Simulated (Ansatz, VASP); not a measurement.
VO2: VASP beside Ansatz

```
V O
1.0
     4.55460    0.00000    0.00000
     0.00000    4.55460    0.00000
     0.00000    0.00000    2.85280
V O
2 4
Direct
  0.00000 0.00000 0.00000
  0.50000 0.50000 0.50000
  0.30010 0.30010 0.00000
  0.19990 0.80010 0.50000
  0.69990 0.69990 0.00000
  0.80010 0.19990 0.50000
```

Alike in both runs: task electric field gradients; functional PBE; k mesh 10 × 10 × 16; occupations fermi-dirac, width 0.05 eV; collinear spin.

|  | VASP | Ansatz |
| --- | --- | --- |
| version | VASP 6.6.1 | Ansatz 0.2.0 |
| potentials or method | VASP PAW PBE potentials, release 64 (V_sv, O) | plane-wave PAW, scalar-relativistic |
| plane-wave cutoff (eV) | 520 | 420 |
| valence electrons in the cell | 50 | 50 |

VASP gave:

* pressure (GPa): 2.6
* traceless stress, the component that is largest in VASP (GPa): -1.65
* rms of the force components (eV/Å): 0.022
* net moment per atom (μB): 0.33
* size of the moment on the site where the two differ most (μB): 1.05
* size of Vzz on the site where it differs most (V/Å²): 27.1

Estimate Ansatz's values.

pressure (GPa): 1.7; traceless stress, the component that is largest in VASP (GPa): -1.88; rms of the force components (eV/Å): 0.009; net moment per atom (μB): 0.33; size of the moment on the site where the two differ most (μB): 0.83; size of Vzz on the site where it differs most (V/Å²): 29.1.

Site moments also hang on the region over which each program counts them. Atom by atom the forces differ by 0.013 eV/Å (rms over components).
